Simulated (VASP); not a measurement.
# Ti6Si in VASP: single point with PBE

Aim: the single point of Ti6Si with PBE.

All numbers are computed with VASP 6.6.1; they aren't measurements. Logs are shortened: lines on timing, memory, paths and dates and some standing lists are left out, and cuts for length are marked.

**1. The cell of the first run**

The cell holds a slab with vacuum, 7 atoms: a = 2.832 Å, b = 4.579 Å, c = 22.051 Å, α = 90.00°, β = 90.00°, γ = 90.00°.

**2. Single point, PBE**

Input file INCAR:

```
SYSTEM = Ti6Si
ALGO = Normal
DIPOL = 0.5 0.5 0.368
EDIFF = 1E-7
ENCUT = 520
GGA = PE
IDIPOL = 3
ISIF = 2
ISMEAR = 0
LASPH = .TRUE.
LCHARG = .FALSE.
LDIPOL = .TRUE.
LREAL = .FALSE.
LWAVE = .FALSE.
NBANDS = 47
NELM = 80
PREC = Accurate
SIGMA = 0.1
```

Input file KPOINTS:

```
k-points
0
G
  9 6 1
  0 0 0
```

Input file POSCAR:

```
Ti6Si
1.0
    2.8319727849      0.0000000000      0.0000000000
    0.0000000000      4.5793473376      0.0000000000
    0.0000000000      0.0000000000     22.0506931396
Ti Si
6 1
Direct
    0.5000000000      0.0000000000      0.1814001934
    0.0000000000      0.5000000000      0.2413504045
    0.5000000000      0.0000000000      0.3013006156
    0.5000000000      0.5000000000      0.3625816749
    0.0000000000      0.0000000000      0.4208168374
    0.5000000000      0.5000000000      0.4784744440
    0.5000000000      0.5000000000      0.5923251753
```

Potentials or basis: VASP PAW PBE potentials, release 64 (Ti_sv, Si).

Run with:

```
$ cat potpaw_PBE.64/Ti_sv/POTCAR potpaw_PBE.64/Si/POTCAR > POTCAR
$ mpirun -np 1 vasp_std > vasp.out
```

OUTCAR:

```text
SYSTEM = Ti6Si
   EDIFF = 1E-7
   ENCUT = 520
   GGA = PE
   ISIF = 2
   ISMEAR = 0
   LASPH = .TRUE.
   LREAL = .FALSE.
   NELM = 80
   PREC = Accurate

 ion  position               nearest neighbor table
   1  0.500  0.000  0.181-   3 2.64
   2  0.000  0.500  0.241-
   3  0.500  0.000  0.301-   1 2.64   4 2.66   4 2.66
   4  0.500  0.500  0.363-   6 2.56   3 2.66   3 2.66
   5  0.000  0.000  0.421-
   6  0.500  0.500  0.478-   7 2.51   4 2.56
   7  0.500  0.500  0.592-   6 2.51

  LATTYP: Found a simple orthorhombic cell.
 ALAT       =     2.8319727849
 B/A-ratio  =     1.6170167178
 C/A-ratio  =     7.7863365274

  Lattice vectors:

 A1 = (   2.8319727849,   0.0000000000,   0.0000000000)
 A2 = (   0.0000000000,   4.5793473376,   0.0000000000)
 A3 = (   0.0000000000,   0.0000000000,  22.0506931396)

Analysis of symmetry for initial positions (statically):
=====================================================================
 Subroutine PRICEL returns:
 Original cell was already a primitive cell.

 Routine SETGRP: Setting up the symmetry group for a
 simple orthorhombic supercell.

 Subroutine GETGRP returns: Found  4 space group operations
 (whereof  4 operations were pure point group operations)
 out of a pool of  8 trial point group operations.

The static configuration has the point symmetry C_2v.

Analysis of symmetry for dynamics (positions and initial velocities):
=====================================================================
 Subroutine PRICEL returns:
 Original cell was already a primitive cell.

 Routine SETGRP: Setting up the symmetry group for a
 simple orthorhombic supercell.

 Subroutine GETGRP returns: Found  4 space group operations
 (whereof  4 operations were pure point group operations)
 out of a pool of  8 trial point group operations.

The dynamic configuration has the point symmetry C_2v.

 Subroutine INISYM returns: Found  4 space group operations
 (whereof  4 operations are pure point group operations),
 and found     1 'primitive' translations

----------------------------------------------------------------------------------------

                                     Primitive cell

  volume of cell :     285.9663

  direct lattice vectors                    reciprocal lattice vectors
     2.831972785  0.000000000  0.000000000     0.353110738  0.000000000  0.000000000
     0.000000000  4.579347338  0.000000000     0.000000000  0.218371730  0.000000000
     0.000000000  0.000000000 22.050693140     0.000000000  0.000000000  0.045350048

  length of vectors
     2.831972785  4.579347338 22.050693140     0.353110738  0.218371730  0.045350048

  position of ions in fractional coordinates (direct lattice)
     0.500000000  0.000000000  0.181400193
     0.000000000  0.500000000  0.241350404
     0.500000000  0.000000000  0.301300616
     0.500000000  0.500000000  0.362581675
     0.000000000  0.000000000  0.420816837
     0.500000000  0.500000000  0.478474444
     0.500000000  0.500000000  0.592325175

  ion indices of the primitive-cell ions
   primitive index   ion index
                 1           1
                 2           2
                 3           3
                 4           4
                 5           5
                 6           6
                 7           7

----------------------------------------------------------------------------------------

 KPOINTS: k-points

Automatic generation of k-mesh.
 Grid dimensions read from file:
 generate k-points for:    9    6    1

 Generating k-lattice:

  Cartesian coordinates                     Fractional coordinates (reciprocal lattice)
     0.039234526  0.000000000  0.000000000     0.111111111  0.000000000  0.000000000
     0.000000000  0.036395288  0.000000000     0.000000000  0.166666667  0.000000000
     0.000000000  0.000000000  0.045350048     0.000000000  0.000000000  1.000000000

  Length of vectors
     0.039234526  0.036395288  0.045350048

  Shift w.r.t. Gamma in fractional coordinates (k-lattice)
     0.000000000  0.000000000  0.000000000

 Subroutine IBZKPT returns following result:
 ===========================================

 Found     20 irreducible k-points:

 Following reciprocal coordinates:
            Coordinates               Weight
  0.000000  0.000000  0.000000      1.000000
  0.111111  0.000000  0.000000      2.000000
  0.222222  0.000000  0.000000      2.000000
  0.333333  0.000000  0.000000      2.000000
  0.444444  0.000000  0.000000      2.000000
  0.000000  0.166667  0.000000      2.000000
[... 12 lines left out ...]
  0.333333  0.500000  0.000000      2.000000
  0.444444  0.500000  0.000000      2.000000
   k-points           NKPTS =     20   k-points in BZ     NKDIM =     20   number of bands    NBANDS=     47
   number of dos      NEDOS =    301   number of ions     NIONS =      7
   total plane-waves  NPLWV = 145152
   dimension x,y,z NGX =    24 NGY =   36 NGZ =  168
   dimension x,y,z NGXF=    48 NGYF=   72 NGZF=  336
   ions per type =               6   1
   NGX,Y,Z   is equivalent  to a cutoff of  14.09, 13.07, 12.67 a.u.
   NGXF,Y,Z  is equivalent  to a cutoff of  28.18, 26.14, 25.33 a.u.
 SYSTEM =  Ti6Si
   PREC   = accura    normal or accurate (medium, high low for compatibility)
   ISTART =      0    job   : 0-new  1-cont  2-samecut
   ICHARG =      2    charge: 1-file 2-atom 10-const
   ISPIN  =      1    spin polarized calculation?
   LNONCOLLINEAR =      F non collinear calculations
   LSORBIT =      F    spin-orbit coupling
   LASPH  =      T    aspherical Exc in radial PAW
   ENCUT  =  520.0 eV  38.22 Ry    6.18 a.u.   5.27  8.51 41.00*2*pi/ulx,y,z
   NELM   =     80;   NELMIN=  2; NELMDL= -5     # of ELM steps
   EDIFF  = 0.1E-06   stopping-criterion for ELM
   LREAL  =      F    real-space projection
   EDIFFG = 0.1E-05   stopping-criterion for IOM
   NSW    =      0    number of steps for IOM
   IBRION =     -1    ionic relax: 0-MD 1-quasi-New 2-CG
   NFREE  =      0    steps in history (QN), initial steepest desc. (CG)
   ISIF   =      2    stress and relaxation
   ISYM   =      2    0-nonsym 1-usesym 2-fastsym
   POTIM  = 0.5000    time-step for ionic-motion
   TEBEG  =    0.0;   TEEND  =   0.0 temperature during run
   PSTRESS=    0.0 pullay stress
   NELECT =      76.0000    total number of electrons
   NUPDOWN=      -1.0000    fix difference up-down
   EMIN   =  10.00;   EMAX   =-10.00  energy-range for DOS
   EFERMI =   0.00;   METHOD = LEGACY
   ISMEAR =     0;   SIGMA  =   0.10  broadening in eV -4-tet -1-fermi 0-gaus
   EFERMI_NEDOS =   21; number of points for ismear=-14 and -15
   IALGO  =     38    algorithm
   IMIX   =      4    mixing-type and parameters
     AMIX     =   0.40;   BMIX     =  1.00
     AMIX_MAG =   1.60;   BMIX_MAG =  1.00
  volume/ion in A,a.u.               =      40.85       275.69
  Fermi-wavevector in a.u.,A,eV,Ry     =   1.052546  1.989023 15.073254  1.107853
  Thomas-Fermi vector in A             =   2.187633
   LORBIT       =      0    0 simple, 1 ext, 2 COOP (PROOUT), +10 PAW based schemes
   GGA     = PE    functional components
   LHFCALC =     F    Hartree Fock is set to
   AEXX    =    0.0000 exact exchange contribution
   IVDW    =     0    specifies the selected vdW correction
   LEPSILON=     F    determine dielectric tensor
   LRPA    =     F    only Hartree local field effects (RPA)
 non-spin polarized calculation
 Gauss-broadening in eV      SIGMA  =   0.10
  energy-cutoff  :      520.00
  volume of cell :      285.97
 maximum number of plane-waves:      7748
 NGX is ok and might be reduce to    24
   NGX = 11   NGY = 17   NGZ = 81

 dipolmoment           0.000000      0.000000     -0.048441 electrons x Angstroem

 number of electron      76.0000000 magnetization

 dipolmoment           0.000000      0.000000      0.120367 electrons x Angstroem

 Free energy of the ion-electron system (eV)
  ---------------------------------------------------
  ext. energy  EPLUGINS =         0.00000000
  ---------------------------------------------------
  free energy    TOTEN  =       -47.74635180 eV

  energy without entropy =      -47.69775167  energy(sigma->0) =      -47.72205173

 E-fermi :   1.0997     XC(G=0):  -5.9762

 val. band max:        1.0943604960   @ k =   0.3333   0.5000   0.0000
 cond. band min:       1.1128169630   @ k =   0.2222   0.5000   0.0000
 fundamental gap:      0.0184564670
 Fermi energy:         1.0996650312

 k-point     1 :       0.0000    0.0000    0.0000
  band No.  band energies     occupation
      1     -55.8589      2.00000
      2     -55.7400      2.00000
      3     -55.6864      2.00000
      4     -55.5026      2.00000
      5     -55.4433      2.00000
      6     -55.3716      2.00000
[... 39 lines left out ...]
     46       2.2993      0.00000
     47       2.6939      0.00000

 k-point     2 :       0.1111    0.0000    0.0000
  band No.  band energies     occupation
      1     -55.8517      2.00000
      2     -55.7342      2.00000
      3     -55.6791      2.00000
      4     -55.4973      2.00000
      5     -55.4373      2.00000
      6     -55.3654      2.00000
[... 39 lines left out ...]
     46       2.2127      0.00000
     47       2.5454      0.00000

 k-point     3 :       0.2222    0.0000    0.0000
  band No.  band energies     occupation
      1     -55.8337      2.00000
      2     -55.7197      2.00000
      3     -55.6602      2.00000
      4     -55.4840      2.00000
      5     -55.4220      2.00000
      6     -55.3498      2.00000
[... 839 lines left out ...]
     46       2.1848      0.00000
     47       2.4054      0.00000

 k-point    20 :       0.4444    0.5000    0.0000
  band No.  band energies     occupation
      1     -55.7989      2.00000
      2     -55.6925      2.00000
      3     -55.6238      2.00000
      4     -55.4228      2.00000
      5     -55.4097      2.00000
      6     -55.3410      2.00000
[... 39 lines left out ...]
     46       2.3576      0.00000
     47       2.4005      0.00000

------------------------ aborting loop because EDIFF is reached ----------------------------------------

 vacuum level on the upper side and lower side of the slab       (xc-potential included)         0.627        -1.004

  FORCE on cell =-STRESS in cart. coord.  units (eV):
  Direction    XX          YY          ZZ          XY          YZ          ZX
  --------------------------------------------------------------------------------------
  -------------------------------------------------------------------------------------
  Total       -5.0510138     -5.4767722     -1.0374472      0.0000000      0.0000000      0.0000000
  in kB      -28.2992049    -30.6845923     -5.8124829      0.0000000      0.0000000      0.0000000
  external PRESSURE =     -21.5987600 kB  Pullay stress =       0.0000000 kB

 VOLUME and BASIS-vectors are now :
 -----------------------------------------------------------------------------
  energy-cutoff  :      520.00
  volume of cell :      285.97
      direct lattice vectors                 reciprocal lattice vectors
     2.831972785  0.000000000  0.000000000     0.353110738  0.000000000  0.000000000
     0.000000000  4.579347338  0.000000000     0.000000000  0.218371730  0.000000000
     0.000000000  0.000000000 22.050693140     0.000000000  0.000000000  0.045350048

 POSITION                                       TOTAL-FORCE (eV/Angst)
 -----------------------------------------------------------------------------------
      1.41599      0.00000      4.00000         0.000000      0.000000      0.385517
      0.00000      2.28967      5.32194         0.000000      0.000000      0.011002
      1.41599      0.00000      6.64389         0.000000      0.000000     -0.436560
      1.41599      2.28967      7.99518         0.000000      0.000000      0.107623
      0.00000      0.00000      9.27930         0.000000      0.000000     -0.087490
      1.41599      2.28967     10.55069         0.000000      0.000000      0.006136
      1.41599      2.28967     13.06118         0.000000      0.000000      0.013772
 -----------------------------------------------------------------------------------
    total drift:                                0.000000      0.000000     -0.000198

  FREE ENERGIE OF THE ION-ELECTRON SYSTEM (eV)
  ---------------------------------------------------
  free  energy   TOTEN  =       -47.7463517972 eV

  energy  without entropy=      -47.6977516665  energy(sigma->0) =      -47.72205173

 vacuum level on the upper side and lower side of the slab         6.006         4.331
```

It took 6 min on 1 thread of Intel Xeon 6975P-C (Granite Rapids), shared host; peak memory 0.46 GiB.

What came out:

```yaml
Free_energy: -47.7464 eV
Largest_force: 0.437 eV/Å
Band_gap_on_the_k_mesh: zero (bands 38 and 39 overlap by 0.20 eV)
```

Forces on the atoms (eV/Å):
```
Ti   0.000  0.000  0.386
Ti   0.000  0.000  0.011
Ti   0.000  0.000 -0.437
Ti   0.000  0.000  0.108
Ti   0.000  0.000 -0.087
Ti   0.000  0.000  0.006
Si   0.000  0.000  0.014
```

Levels at points of the mesh, in eV from the Fermi level:
| k point | band 36 | band 37 | band 38 | band 39 | band 40 | band 41 |
| --- | --- | --- | --- | --- | --- | --- |
| (0.00, 0.00, 0.00) | -0.56 | -0.18 | -0.09 | 0.15 | 0.25 | 0.33 |
| (0.00, 0.50, 0.00) | -0.27 | -0.25 | -0.02 | 0.10 | 0.28 | 0.36 |
